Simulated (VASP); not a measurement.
Write the native input for VASP 6.6.1 that does the following.

```yaml
Task: single point
Functional: PBE-based screened hybrid with 25 % exact exchange
Potentials_or_basis: VASP PAW PBE potentials, release 64 (Sb_d_GW)
Cutoff: 400 eV
k_mesh: 6 × 6 × 6
Occupations: fermi-dirac, width 0.05 eV
Spin: no spin polarisation
Dipole_correction: no
Grid_for_exact_exchange_PRECFOCK: Normal
Share_of_exact_exchange: 0.25
Further_INCAR_settings: ALGO = Normal; EDIFF = 1e-06; NBANDS = 14
Screening_parameter: 0.3 1/Å
```

Crystal: Sb.

```
Sb
1.0
    -1.57654    1.57654    2.71194
     1.57654   -1.57654    2.71194
     1.57654    1.57654   -2.71194
Sb
1
Direct
  0.00000 0.00000 0.00000
```

One way to write it, as run:

POSCAR

```
Sb
1.0
   -1.5765401831      1.5765401831      2.7119384313
    1.5765401831     -1.5765401831      2.7119384313
    1.5765401831      1.5765401831     -2.7119384313
Sb
1
Direct
    0.0000000000      0.0000000000      0.0000000000
```

INCAR.step1

```
SYSTEM = Sb
ALGO = Normal
EDIFF = 1E-5
ENCUT = 400
GGA = PE
GGA_COMPAT = .FALSE.
ISIF = 2
ISMEAR = -1
LASPH = .TRUE.
LREAL = .FALSE.
LWAVE = .TRUE.
NBANDS = 14
NELM = 120
PREC = Accurate
SIGMA = 0.05
```

INCAR.step2

```
SYSTEM = Sb
AEXX = 0.25
ALGO = Normal
EDIFF = 1E-6
ENCUT = 400
GGA = PE
GGA_COMPAT = .FALSE.
HFSCREEN = 0.3
ISIF = 2
ISMEAR = -1
ISTART = 1
LASPH = .TRUE.
LCHARG = .TRUE.
LELF = .TRUE.
LHFCALC = .TRUE.
LREAL = .FALSE.
LVHAR = .TRUE.
LWAVE = .FALSE.
NBANDS = 14
NELM = 120
PREC = Accurate
PRECFOCK = Normal
SIGMA = 0.05
```

KPOINTS

```
k-points
0
G
  6 6 6
  0 0 0
```

Potentials or basis: VASP PAW PBE potentials, release 64 (Sb_d_GW).

Run with:

```console
$ cat potpaw_PBE.64/Sb_d_GW/POTCAR > POTCAR
$ cp INCAR.step1 INCAR
$ mpirun -np 1 vasp_std > vasp.out
$ cp INCAR.step2 INCAR
$ mpirun -np 1 vasp_std > vasp.out
```

It gave:

```
Pressure               : -0.8 GPa
Band gap on the k mesh : zero (an odd number of electrons rules out a gap without spin polarisation)
```

Caveat: the k points lie up to 0.38 Å⁻¹ apart, too coarse for converged energies and pressures of a metal; the PAW data sets were made with another functional, which shifts forces and pressure a little; spin-orbit coupling is left out, which moves the levels of the heavy elements; an odd number of electrons without spin polarisation forces a metal; a magnetic or distorted state may lie lower.

It took 20 min on 1 thread of AMD EPYC 9R45 96-Core Processor (Zen 5), on a shared host, peak memory 0.22 GiB.
